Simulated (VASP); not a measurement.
The system is LiCl.

```
Li Cl
1.0
     5.15314    0.00000    0.00000
     0.00000    2.51347    2.53633
     0.00000   -2.51347    2.53633
Li Cl
2 2
Cartesian
  3.5036 -1.2567 3.7055
  1.6496 1.2567 3.7055
  1.3882 1.2567 1.3672
  3.7649 -1.2567 1.3672
```

* Program: VASP 6.6.1
* Task: relaxation of cell and atoms
* Functional: PBE
* Potentials or basis: VASP PAW PBE potentials, release 64 (Li_sv, Cl)
* Cutoff: 600 eV
* k mesh: 4 × 6 × 6
* Occupations: gaussian, width 0.1 eV
* Spin: no spin polarisation

At the start: pressure 5.3 GPa; volume 16.43 Å³/atom.

Question: How do energy, volume and symmetry change on relaxing?

Answer: Over 19 steps the energy falls by 92.0 meV/atom and the volume is 17.09 Å³/atom (+4.0 %); space group I4mm (No. 107, to 0.05 Å).

Step by step:
| step | energy change (eV) | largest force (eV/Å) | pressure (GPa) | volume (Å³) |
| --- | --- | --- | --- | --- |
| 1 | 0.0000 | 1.1169 | 5.32 | 65.70 |
| 2 | -0.2572 | 0.3233 | 0.54 | 70.99 |
| 3 | -0.2700 | 0.2099 | -0.67 | 73.19 |
| 4 | -0.2703 | 0.2214 | -0.53 | 72.90 |
| 5 | -0.2703 | 0.2271 | -0.45 | 72.75 |
| 6 | -0.2791 | 0.2142 | -0.31 | 72.24 |
| 7 | -0.2973 | 0.1742 | 0.20 | 70.72 |
| 8 | -0.2897 | 0.1435 | 1.63 | 67.71 |
| 9 | -0.3019 | 0.1454 | 0.66 | 69.58 |
| 10 | -0.3111 | 0.1185 | 0.33 | 70.00 |
| 11 | -0.3264 | 0.0537 | -0.56 | 71.26 |
| 12 | -0.3280 | 0.0519 | -0.86 | 71.77 |
| 13 | -0.3375 | 0.0695 | -0.73 | 71.03 |
| 14 | -0.3560 | 0.1160 | -0.10 | 68.81 |
| 15 | -0.3564 | 0.1319 | 0.20 | 68.10 |
| 16 | -0.3567 | 0.1250 | 0.07 | 68.39 |
| 17 | -0.3630 | 0.0879 | 0.10 | 68.13 |
| 18 | -0.3662 | 0.0546 | 0.22 | 67.76 |
| 19 | -0.3681 | 0.0369 | -0.08 | 68.36 |

Final structure:
```
Li Cl
1.0
     5.14407    0.00000    0.00000
     0.00000    2.57863    2.57689
     0.00000   -2.57863    2.57689
Li Cl
2 2
Direct
  0.75083 0.50586 0.00586
  0.24917 0.00586 0.50586
  0.24976 0.49414 0.99414
  0.75024 0.99414 0.49414
```

Caveat: the cutoff is under 1.25 times the usual one of these potentials, so pressure, stress and relaxed cells hold a basis-set (Pulay) error.
